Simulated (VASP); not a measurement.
A run of VASP 6.6.1 is set up as follows.

The input INCAR:

```
SYSTEM = Ti4O
PREC = Accurate ; ENCUT = 1000
EDIFF = 1E-6 ; ISMEAR = 0
SIGMA = 0.1 ; LREAL = .FALSE.
LASPH = .TRUE. ; NELM = 120
ALGO = Normal ; ISIF = 2
LWAVE = .FALSE. ; LCHARG = .TRUE.
LDIPOL = .TRUE. ; IDIPOL = 3
DIPOL = 0.5 0.5 0.378 ; GGA = PS
LELF = .TRUE. ; LVHAR = .TRUE.
LVACPOTAV = .TRUE. ; NBANDS = 35
GGA_COMPAT = .FALSE. ; NELMDL = -8
```

Contents of KPOINTS:

```
Automatic mesh
0
G
  9 9 1
  0 0 0
```

Contents of POSCAR:

```
Ti4O
1.0
    2.8999670177      0.0000000000      0.0000000000
   -1.4499835088      2.5114451074      0.0000000000
    0.0000000000      0.0000000000     22.3116752696
Ti O
4 1
Direct
    0.6666666667      0.3333333333      0.1792783353
    0.3333333333      0.6666666667      0.2821522919
    0.6666666667      0.3333333333      0.3887032030
    0.3333333333      0.6666666667      0.4845747860
    0.3333333333      0.6666666667      0.5561106238
```

Potentials or basis: VASP PAW PBE potentials, release 64 (Ti_sv, O_h).

The run is started by

```console
$ cat potpaw_PBE.64/Ti_sv/POTCAR potpaw_PBE.64/O_h/POTCAR > POTCAR
$ mpirun -np 1 vasp_std > vasp.out
```

(1) Estimate the band gap on the k mesh.

(2) Predict the largest force.

Answers

(1) zero (bands 27 and 28 overlap by 0.84 eV).

(2) 1.422 eV/Å.

Caveat: the PAW data sets were made with another functional, which shifts forces and pressure a little.
